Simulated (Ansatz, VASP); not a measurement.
# One calculation of BaF2, two programs

```
Ba F
1.0
     0.00000    3.10005    3.10005
     3.10005    0.00000    3.10005
     3.10005    3.10005    0.00000
Ba F
1 2
Cartesian
  0.0000 0.0000 0.0000
  1.5500 1.5500 1.5500
  4.6501 4.6501 4.6501
```

Alike in both runs: task single point; functional PBE; k mesh 6 × 6 × 6; occupations gaussian, width 0.1 eV; no spin polarisation.

|  | VASP | Ansatz |
| --- | --- | --- |
| version | VASP 6.6.1 | Ansatz 0.2.0 |
| potentials or method | VASP PAW PBE potentials, release 64 (Ba_sv, F), cutoff 600 eV | scalar-relativistic, plane waves, PAW |
| valence electrons in the cell | 24 | 24 |

Ansatz gave:

| Quantity | Value |
| --- | --- |
| gap on the k mesh at the Fermi level (eV) | 6.85 |
| least direct gap on the mesh (eV) | 6.93 |
| pressure (GPa) | 1.3 |

Question: Which values does VASP return?

Answer: gap on the k mesh at the Fermi level (eV): 6.78; least direct gap on the mesh (eV): 6.84; pressure (GPa): 2.3.

Neither program's run includes spin-orbit coupling.
